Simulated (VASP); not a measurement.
## Cu: single point with PBEsol

The system is Cu.

```xyz
1
Lattice="0.0000 1.8313 1.8313 1.8313 0.0000 1.8313 1.8313 1.8313 0.0000" Properties=species:S:1:pos:R:3 pbc="T T T"
Cu    0.0000    0.0000    0.0000
```

This cell differs from its parent crystal: volume scaled by 1.04.

```json
{
 "Program": "VASP 6.6.1",
 "Task": "single point",
 "Functional": "PBEsol",
 "Potentials or basis": "VASP PAW PBE potentials, release 64 (Cu)",
 "Cutoff": "520 eV",
 "k mesh": "17 × 17 × 17",
 "Occupations": "fermi-dirac, width 0.03 eV",
 "Spin": "no spin polarisation"
}
```

```yaml
Pressure: -10.8 GPa
```

Levels at points of the mesh, in eV from the Fermi level:
| k point | band 4 | band 5 | band 6 | band 7 | band 8 | band 9 |
| --- | --- | --- | --- | --- | --- | --- |
| (0.00, 0.00, 0.00) | -2.98 | -2.20 | -2.20 | 22.21 | 24.52 | 24.52 |

Wall time 52 s on 1 thread of Intel Xeon 8259CL (shared host), peak memory 0.14 GiB.

Caveat: the PAW data sets were made with another functional, which shifts forces and pressure a little.
